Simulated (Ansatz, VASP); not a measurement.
# One calculation of RbBr, two programs

```
Rb Br
1.0
     4.02519    0.00000    0.00000
     0.00000    4.02519    0.00000
     0.00000    0.00000    4.19290
Rb Br
1 1
Cartesian
  -0.3726 0.0000 0.0000
  2.4112 2.0126 2.0965
```

Change from the starting cell: mode 4 frozen in at -0.415 Å, equal normal strain along x and y -0.0400.

Alike in both runs: task single point; functional PBE; k mesh 6 × 6 × 6; occupations gaussian, width 0.05 eV; no spin polarisation.

|  | VASP | Ansatz |
| --- | --- | --- |
| version | VASP 6.6.1 | Ansatz 0.2.0 |
| potentials or method | VASP PAW PBE potentials, release 64 (Rb_sv, Br), cutoff 520 eV | scalar-relativistic, plane waves, PAW |
| valence electrons in the cell | 16 | 16 |

Ansatz gave:

* gap on the k mesh at the Fermi level (eV): 4.11
* least direct gap on the mesh (eV): 4.29
* pressure (GPa): 4.5
* traceless stress, the component that is largest in VASP (GPa): -1.45
* rms of the force components (eV/Å): 0.438

Which values does VASP return?

gap on the k mesh at the Fermi level (eV): 4.11; least direct gap on the mesh (eV): 4.29; pressure (GPa): 4.6; traceless stress, the component that is largest in VASP (GPa): -1.48; rms of the force components (eV/Å): 0.443.

Atom by atom the forces differ by 0.005 eV/Å (rms over components). With one functional, cell and mesh, what is left measures potentials, basis and numerics.
